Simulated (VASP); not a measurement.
# CsI (Pm-3m) in VASP: notebook

The runs below take CsI through electric field gradients, with LDA.

Everything below comes from runs of VASP 6.6.1. Logs are shortened: lines on timing, memory, paths and dates and some standing lists are left out, and cuts for length are marked.

## (1) The cell of the first run

The structure is cubic, space group Pm-3m (No. 221). The conventional cell has a = 4.597 Å, b = 4.597 Å, c = 4.597 Å, α = 90.00°, β = 90.00°, γ = 90.00°. Cs (site symmetry m-3m) has 8 I at 3.98 Å and 6 Cs at 4.60 Å within 5.2 Å. I (site symmetry m-3m) has 8 Cs at 3.98 Å and 6 I at 4.60 Å within 5.2 Å.

## (2) Electric field gradients, LDA (volume scaled by 1.02)

The input, INCAR:

```
PREC     = Accurate       # precision mode
ENCUT    = 400            # plane-wave cutoff, eV
EDIFF    = 1E-8           # SCF threshold, eV
ISMEAR   = -1             # smearing method
SIGMA    = 0.01           # smearing width, eV
LREAL    = F              # projectors in reciprocal space
LASPH    = T              # aspherical terms in the spheres
NELM     = 120            # most SCF steps
ALGO     = Normal         # electronic algorithm
ISIF     = 2              # what is computed and relaxed
LWAVE    = F              # write WAVECAR
LCHARG   = F              # write CHGCAR
GGA      = CA             # functional
LEFG     = T            
NBANDS   = 15             # bands
GGA_COMPAT= F
```

The input, KPOINTS:

```
Automatic mesh
0
Gamma
  7 7 7
```

The input, POSCAR:

```
CsI
1.0
    4.5969439278      0.0000000000      0.0000000000
    0.0000000000      4.5969439278      0.0000000000
    0.0000000000      0.0000000000      4.5969439278
Cs I
1 1
Direct
    0.0000000000      0.0000000000      0.0000000000
    0.5000000000      0.5000000000      0.5000000000
```

Potentials or basis: VASP PAW LDA potentials, release 64 (Cs_sv, I).

Command:

```sh
$ cat potpaw_LDA.64/Cs_sv/POTCAR potpaw_LDA.64/I/POTCAR > POTCAR
$ mpirun -np 1 vasp_std > vasp.out
```

OUTCAR:

```text
PREC = Accurate
   ENCUT = 400
   EDIFF = 1E-8
   ISMEAR = -1
   LREAL = F
   LASPH = T
   NELM = 120
   ISIF = 2
   GGA = CA

 ion  position               nearest neighbor table
   1  0.000  0.000  0.000-
   2  0.500  0.500  0.500-

  LATTYP: Found a simple cubic cell.
 ALAT       =     4.5969439278

  Lattice vectors:

 A1 = (   4.5969439278,   0.0000000000,   0.0000000000)
 A2 = (   0.0000000000,   4.5969439278,   0.0000000000)
 A3 = (   0.0000000000,   0.0000000000,   4.5969439278)

Analysis of symmetry for initial positions (statically):
=====================================================================
 Subroutine PRICEL returns:
 Original cell was already a primitive cell.

 Routine SETGRP: Setting up the symmetry group for a
 simple cubic supercell.

 Subroutine GETGRP returns: Found 48 space group operations
[... 9 lines left out ...]

 Routine SETGRP: Setting up the symmetry group for a
 simple cubic supercell.

 Subroutine GETGRP returns: Found 48 space group operations
[... 11 lines left out ...]
                                     Primitive cell

  volume of cell :      97.1421

  direct lattice vectors                    reciprocal lattice vectors
     4.596943928  0.000000000  0.000000000     0.217535827  0.000000000  0.000000000
     0.000000000  4.596943928  0.000000000     0.000000000  0.217535827  0.000000000
     0.000000000  0.000000000  4.596943928     0.000000000  0.000000000  0.217535827

  length of vectors
     4.596943928  4.596943928  4.596943928     0.217535827  0.217535827  0.217535827

  position of ions in fractional coordinates (direct lattice)
     0.000000000  0.000000000  0.000000000
     0.500000000  0.500000000  0.500000000

  ion indices of the primitive-cell ions
   primitive index   ion index
                 1           1
                 2           2

----------------------------------------------------------------------------------------

 KPOINTS: Automatic mesh

Automatic generation of k-mesh.
 Grid dimensions read from file:
 generate k-points for:    7    7    7

 Generating k-lattice:

  Cartesian coordinates                     Fractional coordinates (reciprocal lattice)
     0.031076547  0.000000000  0.000000000     0.142857143  0.000000000  0.000000000
     0.000000000  0.031076547  0.000000000     0.000000000  0.142857143  0.000000000
     0.000000000  0.000000000  0.031076547     0.000000000  0.000000000  0.142857143

  Length of vectors
     0.031076547  0.031076547  0.031076547

  Shift w.r.t. Gamma in fractional coordinates (k-lattice)
     0.000000000  0.000000000  0.000000000

 Subroutine IBZKPT returns following result:
 ===========================================

 Found     20 irreducible k-points:

 Following reciprocal coordinates:
            Coordinates               Weight
  0.000000  0.000000  0.000000      1.000000
  0.142857  0.000000  0.000000      6.000000
  0.285714  0.000000  0.000000      6.000000
  0.428571  0.000000  0.000000      6.000000
  0.142857  0.142857  0.000000     12.000000
  0.285714  0.142857  0.000000     24.000000
[... 12 lines left out ...]
  0.428571  0.428571  0.285714     24.000000
  0.428571  0.428571  0.428571      8.000000
   k-points           NKPTS =     20   k-points in BZ     NKDIM =     20   number of bands    NBANDS=     15
   number of dos      NEDOS =    301   number of ions     NIONS =      2
   total plane-waves  NPLWV =  27000
   dimension x,y,z NGX =    30 NGY =   30 NGZ =   30
   dimension x,y,z NGXF=    60 NGYF=   60 NGZF=   60
   ions per type =               1   1
   NGX,Y,Z   is equivalent  to a cutoff of  10.85, 10.85, 10.85 a.u.
   NGXF,Y,Z  is equivalent  to a cutoff of  21.70, 21.70, 21.70 a.u.
 SYSTEM =  unknown system
   PREC   = accura    normal or accurate (medium, high low for compatibility)
   ISTART =      0    job   : 0-new  1-cont  2-samecut
   ICHARG =      2    charge: 1-file 2-atom 10-const
   ISPIN  =      1    spin polarized calculation?
   LNONCOLLINEAR =      F non collinear calculations
   LSORBIT =      F    spin-orbit coupling
   LASPH  =      T    aspherical Exc in radial PAW
   ENCUT  =  400.0 eV  29.40 Ry    5.42 a.u.   7.50  7.50  7.50*2*pi/ulx,y,z
   NELM   =    120;   NELMIN=  2; NELMDL= -5     # of ELM steps
   EDIFF  = 0.1E-07   stopping-criterion for ELM
   LREAL  =      F    real-space projection
   EDIFFG = 0.1E-06   stopping-criterion for IOM
   NSW    =      0    number of steps for IOM
   IBRION =     -1    ionic relax: 0-MD 1-quasi-New 2-CG
   NFREE  =      0    steps in history (QN), initial steepest desc. (CG)
   ISIF   =      2    stress and relaxation
   ISYM   =      2    0-nonsym 1-usesym 2-fastsym
   POTIM  = 0.5000    time-step for ionic-motion
   TEBEG  =    0.0;   TEEND  =   0.0 temperature during run
   PSTRESS=    0.0 pullay stress
   NELECT =      16.0000    total number of electrons
   NUPDOWN=      -1.0000    fix difference up-down
   EMIN   =  10.00;   EMAX   =-10.00  energy-range for DOS
   EFERMI =   0.00;   METHOD = LEGACY
   ISMEAR =    -1;   SIGMA  =   0.01  broadening in eV -4-tet -1-fermi 0-gaus
   EFERMI_NEDOS =   21; number of points for ismear=-14 and -15
   IALGO  =     38    algorithm
   IMIX   =      4    mixing-type and parameters
     AMIX     =   0.40;   BMIX     =  1.00
     AMIX_MAG =   1.60;   BMIX_MAG =  1.00
  volume/ion in A,a.u.               =      48.57       327.77
  Fermi-wavevector in a.u.,A,eV,Ry     =   0.897385  1.695812 10.956777  0.805300
  Thomas-Fermi vector in A             =   2.019963
   LORBIT       =      0    0 simple, 1 ext, 2 COOP (PROOUT), +10 PAW based schemes
   GGA     = CA    functional components
   LHFCALC =     F    Hartree Fock is set to
   AEXX    =    0.0000 exact exchange contribution
   IVDW    =     0    specifies the selected vdW correction
   LEPSILON=     F    determine dielectric tensor
   LRPA    =     F    only Hartree local field effects (RPA)
 non-spin polarized calculation
  energy-cutoff  :      400.00
  volume of cell :       97.14
 maximum number of plane-waves:      1791
 NGX is ok and might be reduce to    30
   NGX = 15   NGY = 15   NGZ = 15

 number of electron      16.0000010 magnetization

 Free energy of the ion-electron system (eV)
  ---------------------------------------------------
  ext. energy  EPLUGINS =         0.00000000
  ---------------------------------------------------
  free energy    TOTEN  =        -6.12524433 eV

  energy without entropy =       -6.12524433  energy(sigma->0) =       -6.12524433

 E-fermi :   0.7747     XC(G=0):  -8.0019

 val. band max:        0.5108730731   @ k =   0.4286   0.4286   0.0000
 cond. band min:       4.0096932149   @ k =   0.0000   0.0000   0.0000
 fundamental gap:      3.4988201418
 Fermi energy:         0.7746971141

 k-point     1 :       0.0000    0.0000    0.0000
  band No.  band energies     occupation
      1     -19.8214      2.00000
      2     -10.1550      2.00000
      3      -6.5209      2.00000
      4      -6.5209      2.00000
      5      -6.5209      2.00000
      6       0.4424      2.00000
      7       0.4424      2.00000
      8       0.4424      2.00000
      9       4.0097      0.00000
     10       4.5284      0.00000
     11       4.5284      0.00000
     12       8.1676      0.00000
     13       8.1676      0.00000
     14       8.1676      0.00000
     15      10.5903      0.00000

 k-point     2 :       0.1429    0.0000    0.0000
  band No.  band energies     occupation
      1     -19.8169      2.00000
      2     -10.1557      2.00000
      3      -6.5541      2.00000
      4      -6.5093      2.00000
      5      -6.5093      2.00000
      6       0.0658      2.00000
      7       0.4151      2.00000
      8       0.4151      2.00000
      9       4.4681      0.00000
     10       4.6488      0.00000
     11       4.9710      0.00000
     12       8.0912      0.00000
     13       8.0912      0.00000
     14       8.2582      0.00000
     15       9.5988      0.00000
[... 293 lines left out ...]
      3      -6.8026      2.00000
      4      -6.7967      2.00000
      5      -6.6495      2.00000
      6      -0.5791      2.00000
      7      -0.5634      2.00000
      8      -0.2965      2.00000
      9       5.9141      0.00000
     10       6.5999      0.00000
     11       6.8374      0.00000
     12       7.3463      0.00000
     13       8.5854      0.00000
     14       8.6608      0.00000
     15      10.2978      0.00000

 k-point    20 :       0.4286    0.4286    0.4286
  band No.  band energies     occupation
      1     -19.7594      2.00000
      2      -9.9089      2.00000
      3      -6.7738      2.00000
      4      -6.7652      2.00000
      5      -6.7652      2.00000
      6      -0.7051      2.00000
      7      -0.7051      2.00000
      8      -0.6299      2.00000
      9       6.7505      0.00000
     10       7.1829      0.00000
     11       7.1829      0.00000
     12       8.1620      0.00000
     13       8.2243      0.00000
     14       8.2243      0.00000
     15      10.3347      0.00000

------------------------ aborting loop because EDIFF is reached ----------------------------------------

  FORCE on cell =-STRESS in cart. coord.  units (eV):
  Direction    XX          YY          ZZ          XY          YZ          ZX
  --------------------------------------------------------------------------------------
  -------------------------------------------------------------------------------------
  Total       -0.9322932     -0.9322932     -0.9322932      0.0000000      0.0000000     -0.0000000
  in kB      -15.3764283    -15.3764283    -15.3764283      0.0000000      0.0000000     -0.0000000
  external PRESSURE =     -15.3764283 kB  Pullay stress =       0.0000000 kB

 VOLUME and BASIS-vectors are now :
 -----------------------------------------------------------------------------
  energy-cutoff  :      400.00
  volume of cell :       97.14
      direct lattice vectors                 reciprocal lattice vectors
     4.596943928  0.000000000  0.000000000     0.217535827  0.000000000  0.000000000
     0.000000000  4.596943928  0.000000000     0.000000000  0.217535827  0.000000000
     0.000000000  0.000000000  4.596943928     0.000000000  0.000000000  0.217535827

 POSITION                                       TOTAL-FORCE (eV/Angst)
 -----------------------------------------------------------------------------------
      0.00000      0.00000      0.00000         0.000000      0.000000      0.000000
      2.29847      2.29847      2.29847         0.000000      0.000000      0.000000
 -----------------------------------------------------------------------------------
    total drift:                                0.000000     -0.000000     -0.000000

  FREE ENERGIE OF THE ION-ELECTRON SYSTEM (eV)
  ---------------------------------------------------
  free  energy   TOTEN  =        -6.1252443330 eV

  energy  without entropy=       -6.1252443330  energy(sigma->0) =       -6.12524433

 Electric field gradients (V/A^2)
---------------------------------------------------------------------
 ion       V_xx      V_yy      V_zz      V_xy      V_xz      V_yz
---------------------------------------------------------------------
   1       0.000     0.000    -0.000     0.000     0.000    -0.000
   2      -0.000    -0.000    -0.000     0.000     0.000    -0.000
---------------------------------------------------------------------

 Electric field gradients after diagonalization (V/A^2)
 (convention: |V_zz| > |V_xx| > |V_yy|)
----------------------------------------------------------------------
 ion       V_xx      V_yy      V_zz     asymmetry (V_yy - V_xx)/ V_zz
----------------------------------------------------------------------
   1       0.000     0.000    -0.000       0.010
   2      -0.000    -0.000    -0.000      -0.126
----------------------------------------------------------------------

           NMR quadrupolar parameters

 Cq : quadrupolar parameter    Cq=e*Q*V_zz/h
 eta: asymmetry parameters     (V_yy - V_xx)/ V_zz
 Q  : nuclear electric quadrupole moment in mb (millibarn)
----------------------------------------------------------------------
 ion       Cq(MHz)       eta       Q (mb)
----------------------------------------------------------------------
   1      -0.000       0.010       1.000
   2      -0.000      -0.126       1.000
----------------------------------------------------------------------
```

Run time: 14 s. Hardware: 1 thread of AMD EPYC 7R43 (Zen 3), shared host; peak memory 0.12 GiB.

What came out:

```
Free energy            : -6.1252 eV
Pressure               : -1.5 GPa
Band gap on the k mesh : 3.50 eV, indirect (least direct gap 3.57 eV)
```

Levels at points of the mesh, in eV from the valence-band top:
```csv
k point,band 4,band 5,band 6,band 7,band 8,band 9,band 10,band 11,band 12,band 13
"(0.00, 0.00, 0.00)",-7.03,-7.03,-0.07,-0.07,-0.07,3.50,4.02,4.02,7.66,7.66
```

Caveat: without QUAD_EFG the Cq values of the log hold for a quadrupole moment of 1 mb, not for the nuclei; spin-orbit coupling is left out, which moves the levels of the heavy elements. A k mesh can miss the band edges.

(Continued in part 2 of 3.)
